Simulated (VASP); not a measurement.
Wanted: the native input for a VASP 6.6.1 run.

```yaml
Task: single point
Functional: PBE
Potentials_or_basis: VASP PAW PBE potentials, release 64 (K_sv, Cl)
Cutoff: 520 eV
k_mesh: 6 × 6 × 6
Occupations: gaussian, width 0.05 eV
Spin: no spin polarisation
Dipole_correction: no
Further_INCAR_settings: ALGO = Normal; EDIFF = 1e-06; NBANDS = 15
```

The structure of KCl lies in POSCAR:

```
KCl
1.0
    0.0000000000      3.1561000000      3.1561000000
    3.1561000000      0.0000000000      3.1561000000
    3.1561000000      3.1561000000      0.0000000000
K Cl
1 1
Direct
   -0.0396058427     -0.0396058427      0.0396058427
    0.5000000000      0.5000000000      0.5000000000
```

This cell differs from its parent crystal: all K atoms moved -0.250 Å, as atom 1 along Cartesian [0 0 1].

One way to write it, as run:

INCAR

```
SYSTEM = KCl
PREC = Accurate ; ENCUT = 520
EDIFF = 1E-6 ; ISMEAR = 0
SIGMA = 0.05 ; LREAL = .False.
LASPH = .True. ; NELM = 80
ALGO = Normal ; ISIF = 2
LWAVE = .False. ; LCHARG = .False.
GGA = PE ; NBANDS = 15
```

KPOINTS

```
regular mesh
0
Gamma
  6 6 6
  0 0 0
```

Potentials or basis: VASP PAW PBE potentials, release 64 (K_sv, Cl).

Launch:

```console
$ cat potpaw_PBE.64/K_sv/POTCAR potpaw_PBE.64/Cl/POTCAR > POTCAR
$ mpirun -np 1 vasp_std > vasp.out
```

It gave:

* Pressure: 1.0 GPa
* Largest force: 0.393 eV/Å
* Band gap on the k mesh: 5.17 eV, direct

Caveat: the cell differs from its parent crystal (all K atoms moved -0.250 Å, as atom 1 along Cartesian [0 0 1]).

Wall time 21 s on 1 thread of Intel(R) Xeon(R) Platinum 8488C (Sapphire Rapids) (shared host), peak memory 0.21 GiB.
